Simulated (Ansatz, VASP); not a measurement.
# One calculation of PbS, two programs

Contents of INCAR:

```
SYSTEM = PbS
  ALGO = Normal
  EDIFF = 1E-6
  ENCUT = 500
  GGA = CA
  GGA_COMPAT = .FALSE.
  ISIF = 2
  ISMEAR = 0
  LASPH = .TRUE.
  LCHARG = .FALSE.
  LREAL = .FALSE.
  LWAVE = .FALSE.
  NBANDS = 17
  NELM = 120
  PREC = Accurate
  SIGMA = 0.05
```

File KPOINTS:

```
k-points
0
G
  4 4 4
  0 0 0
```

File POSCAR:

```
PbS
1.0
    0.0000000000      3.2474257938      3.2474257938
    3.2474257938      0.0000000000      3.2474257938
    3.2474257938      3.2474257938      0.0000000000
Pb S
1 1
Direct
    0.0000000000      0.0000000000      0.0000000000
    0.2500000000      0.2500000000      0.2500000000
```

Input for Ansatz:

```yaml
crystal:
  lattice:
    - [0.0, 3.2474257905, 3.2474257905]
    - [3.2474257905, 0.0, 3.2474257905]
    - [3.2474257905, 3.2474257905, 0.0]
  atoms:
    - { symbol: Pb, position: [0.0, 0.0, 0.0] }
    - { symbol: S, position: [0.25, 0.25, 0.25] }
basis:
  ecutwfc: 420
kpoints:
  mp_grid: { grid: [4, 4, 4] }
hamiltonian:
  xc: lda
scf:
  occupations: { method: gaussian, width: 0.05 }
output:
  forces: true
  stress: true
  eigenvalues: true
```

Alike in both runs: task single point; functional LDA; k mesh 4 × 4 × 4; occupations gaussian, width 0.05 eV; no spin polarisation.

|  | VASP | Ansatz |
| --- | --- | --- |
| version | VASP 6.6.1 | Ansatz 0.2.0 |
| potentials or method | VASP PAW LDA potentials, release 64 (Pb_d, S), cutoff 500 eV | scalar-relativistic, plane waves, PAW |
| valence electrons in the cell | 20 | 20 |

|  | VASP | Ansatz | Ansatz less VASP |
| --- | --- | --- | --- |
| gap on the k mesh at the Fermi level (eV) | 0.48 | 0.49 | +0.016 |
| least direct gap on the mesh (eV) | 1.03 | 1.04 | +0.013 |
| pressure (GPa) | -0.4 | -0.5 | -0.02 |

LDA's correlation is that of Perdew and Zunger in VASP and of Perdew and Wang (1992) in Ansatz.

Neither program's run includes spin-orbit coupling.
